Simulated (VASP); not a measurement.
# Li2MoN2 (I4/mmm) in VASP: a series of runs, part 2 of 2

VASP 6.6.1. Earlier steps stand in the parts before.

## (3) Single point, PBE

This run uses another cell than the first one, of 7.94 Å³/atom.

Contents of INCAR:

```
PREC = Accurate
ENCUT = 520
EDIFF = 1E-6
ISMEAR = 0
SIGMA = 0.1
LREAL = False
LASPH = True
NELM = 80
ALGO = Normal
ISIF = 2
LWAVE = False
LCHARG = False
GGA = PE
NBANDS = 23
```

Contents of KPOINTS:

```
Automatic mesh
0
Gamma
  18 18 18
```

Contents of POSCAR:

```
Li2MoN2
1.0
   -1.3934740080      1.3934740080      5.1118129830
    1.3934740080     -1.3934740080      5.1118129830
    1.3934740080      1.3934740080     -5.1118129830
Li Mo N
2 1 2
Direct
    0.2500000000      0.7500000000      0.5000000000
    0.7500000000      0.2500000000      0.5000000000
    0.0000000000      0.0000000000      0.0000000000
    0.6153920254      0.6153920254      0.0000000000
    0.3846079746      0.3846079746      0.0000000000
```

Potentials or basis: VASP PAW PBE potentials, release 64 (Li_sv, Mo_sv, N).

Command:

```
$ cat potpaw_PBE.64/Li_sv/POTCAR potpaw_PBE.64/Mo_sv/POTCAR potpaw_PBE.64/N/POTCAR > POTCAR
$ mpirun -np 1 vasp_std > vasp.out
```

OUTCAR:

```text
PREC = Accurate
   ENCUT = 520
   EDIFF = 1E-6
   ISMEAR = 0
   LREAL = False
   LASPH = True
   NELM = 80
   ISIF = 2
   GGA = PE

 ion  position               nearest neighbor table
   1  0.250  0.750  0.500-   5 1.96   4 1.96   5 1.96   4 1.96   2 1.97   2 1.97   2 1.97   2 1.97
                             3 2.91   3 2.91   3 2.91   3 2.91
   2  0.750  0.250  0.500-   5 1.96   4 1.96   5 1.96   4 1.96   1 1.97   1 1.97   1 1.97   1 1.97
                             3 2.91   3 2.91   3 2.91   3 2.91
   3  0.000  0.000  0.000-   4 2.30   4 2.30   4 2.30   5 2.30   4 2.30   5 2.30   5 2.30   5 2.30
                             1 2.91   2 2.91   2 2.91   1 2.91   2 2.91   1 2.91   1 2.91   2 2.91
   4  0.615  0.615  0.000-   1 1.96   2 1.96   1 1.96   2 1.96   3 2.30   3 2.30   3 2.30   3 2.30

   5  0.385  0.385  0.000-   1 1.96   2 1.96   1 1.96   2 1.96   3 2.30   3 2.30   3 2.30   3 2.30

  LATTYP: Found a body centered tetragonal cell.
 ALAT       =     2.7869480160
 C/A-ratio  =     3.6683949278

  Lattice vectors:

 A1 = (  -1.3934740080,   1.3934740080,   5.1118129830)
 A2 = (   1.3934740080,  -1.3934740080,   5.1118129830)
 A3 = (   1.3934740080,   1.3934740080,  -5.1118129830)

Analysis of symmetry for initial positions (statically):
[... 186 lines left out ...]

 k-point     1 :       0.0000    0.0000    0.0000
  band No.  band energies     occupation
      1     -52.7175      2.00000
      2     -36.6582      2.00000
      3     -35.8771      2.00000
      4     -26.7003      2.00000
      5     -26.3901      2.00000
      6     -26.3901      2.00000
[... 613 lines left out ...]
     22      19.4389      0.00000
     23      21.0255      0.00000

 [... further k-points ...]

------------------------ aborting loop because EDIFF is reached ----------------------------------------

  FORCE on cell =-STRESS in cart. coord.  units (eV):
  Direction    XX          YY          ZZ          XY          YZ          ZX
  --------------------------------------------------------------------------------------
  -------------------------------------------------------------------------------------
  Total        0.1487173      0.1487173      0.1574339      0.0000000      0.0000000     -0.0000000
  in kB        6.0012182      6.0012182      6.3529600      0.0000000      0.0000000     -0.0000000
  external PRESSURE =       6.1184654 kB  Pullay stress =       0.0000000 kB

 VOLUME and BASIS-vectors are now :
 -----------------------------------------------------------------------------
  energy-cutoff  :      520.00
  volume of cell :       39.70
      direct lattice vectors                 reciprocal lattice vectors
    -1.393474008  1.393474008  5.111812983     0.000000000  0.358815448  0.097812655
     1.393474008 -1.393474008  5.111812983     0.358815448  0.000000000  0.097812655
     1.393474008  1.393474008 -5.111812983     0.358815448  0.358815448  0.000000000

 POSITION                                       TOTAL-FORCE (eV/Angst)
 -----------------------------------------------------------------------------------
      1.39347      0.00000      2.55591         0.000000      0.000000      0.000000
      0.00000      1.39347      2.55591         0.000000      0.000000      0.000000
      0.00000      0.00000      0.00000         0.000000      0.000000      0.000000
      0.00000      0.00000      6.29154         0.000000      0.000000     -0.028788
      0.00000      0.00000      3.93209        -0.000000     -0.000000      0.028788
 -----------------------------------------------------------------------------------
    total drift:                               -0.000000      0.000000      0.000000

  FREE ENERGIE OF THE ION-ELECTRON SYSTEM (eV)
  ---------------------------------------------------
  free  energy   TOTEN  =       -32.4019874648 eV

  energy  without entropy=      -32.3993682997  energy(sigma->0) =      -32.40067788
```

stdout:

```text
POSCAR found type information on POSCAR LiMoN
 POSCAR found :  3 types and       5 ions
 scaLAPACK will be used
 LDA part: xc-table for (Slater+PW92), standard interpolation
 POSCAR, INCAR and KPOINTS ok, starting setup
 FFT: planning ... GRIDC
 FFT: planning ... GRID_SOFT
 FFT: planning ... GRID
 WAVECAR not read
 entering main loop
```

It took 8.9 min on 1 thread of AMD EPYC 9R45 (Zen 5), shared host; peak memory 0.53 GiB.

Results:

```yaml
Free_energy: -32.4020 eV
Largest_force: 0.029 eV/Å
Band_gap_on_the_k_mesh: zero (bands 15 and 16 overlap by 0.63 eV)
```

Forces in eV/Å, atoms in the order of the input:
```
Li   0.000  0.000  0.000
Li   0.000  0.000  0.000
Mo   0.000  0.000  0.000
N    0.000  0.000 -0.029
N    0.000  0.000  0.029
```

Levels at points of the mesh, in eV from the Fermi level:
```tsv
k point	band 12	band 13	band 14	band 15	band 16	band 17	band 18	band 19
(0.00, 0.00, 0.00)	-2.94	-1.03	-1.03	-0.74	0.76	1.86	3.85	3.85
(0.50, 0.00, 0.00)	-3.57	-2.90	-1.99	-0.40	0.92	2.56	2.93	3.87
(0.50, 0.50, 0.00)	-4.26	-4.02	-1.69	-0.57	3.74	3.94	4.19	4.28
(0.50, 0.50, 0.50)	-2.61	-1.83	-1.56	-1.56	0.43	1.86	4.23	4.23
```

Caveat: the cutoff is under 1.25 times the usual one of these potentials, so pressure, stress and relaxed cells hold a basis-set (Pulay) error.
